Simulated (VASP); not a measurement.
# SiO2: single point with LDA

Crystal: SiO2.

```
CELL_PARAMETERS angstrom
4.31214 0.00000 0.00000
0.00000 4.31214 0.00000
0.00000 0.00000 2.75123
ATOMIC_POSITIONS crystal
Si 0.00000 0.00000 0.00000
Si 0.50000 0.50000 0.50000
O 0.30590 0.30590 0.00000
O 0.19410 0.80590 0.50000
O 0.69410 0.69410 0.00000
O 0.80590 0.19410 0.50000
```

| Property | Result |
| --- | --- |
| Program | VASP 6.6.1 |
| Task | single point |
| Functional | LDA |
| Potentials or basis | VASP PAW LDA potentials, release 64 (Si, O) |
| Cutoff | 520 eV |
| k mesh | 6 × 6 × 8 |
| Occupations | gaussian, width 0.01 eV |
| Spin | no spin polarisation |
| Dipole correction | no |
| Further INCAR settings | ALGO = Normal; EDIFF = 1e-07; NBANDS = 25 |

The pressure is -27.9 GPa. The largest force is 0.575 eV/Å and the band gap on the k mesh is 3.99 eV.

Forces in eV/Å, atoms in the order of the input:
```
Si   0.000  0.000  0.000
Si   0.000  0.000  0.000
O    0.407  0.407  0.000
O   -0.407  0.407  0.000
O   -0.407 -0.407  0.000
O    0.407 -0.407  0.000
```

Stress tensor (GPa, compression positive):
```
-26.49   0.00   0.00
  0.00 -26.49   0.00
  0.00   0.00 -30.64
```

Levels at points of the mesh, in eV from the valence-band top:
| k point | band 12 | band 13 | band 14 | band 15 | band 16 | band 17 | band 18 | band 19 | band 20 | band 21 |
| --- | --- | --- | --- | --- | --- | --- | --- | --- | --- | --- |
| (0.00, 0.00, 0.00) | -2.92 | -2.46 | -0.85 | -0.85 | 0.00 | 3.99 | 6.04 | 7.53 | 7.53 | 10.40 |
| (0.50, 0.00, 0.00) | -3.55 | -2.54 | -2.54 | -0.99 | -0.99 | 6.37 | 6.37 | 8.16 | 8.16 | 10.15 |
| (0.50, 0.50, 0.00) | -3.04 | -2.52 | -2.52 | -2.03 | -2.03 | 6.16 | 6.16 | 8.99 | 8.99 | 11.84 |
| (0.00, 0.00, 0.50) | -4.39 | -2.74 | -2.74 | -2.40 | -2.40 | 7.64 | 7.64 | 11.42 | 11.42 | 11.46 |
| (0.50, 0.00, 0.50) | -3.67 | -2.12 | -2.12 | -1.58 | -1.58 | 7.53 | 7.53 | 8.66 | 8.66 | 11.60 |
| (0.50, 0.50, 0.50) | -4.27 | -1.63 | -1.63 | -1.38 | -1.38 | 5.90 | 5.90 | 10.02 | 10.02 | 10.93 |

Wall time 61 s on 1 thread of Intel Xeon 8259CL (shared host), peak memory 0.17 GiB.

Caveat: the cell stands under tension. LDA gaps usually lie below the measured ones, often by a third to a half.
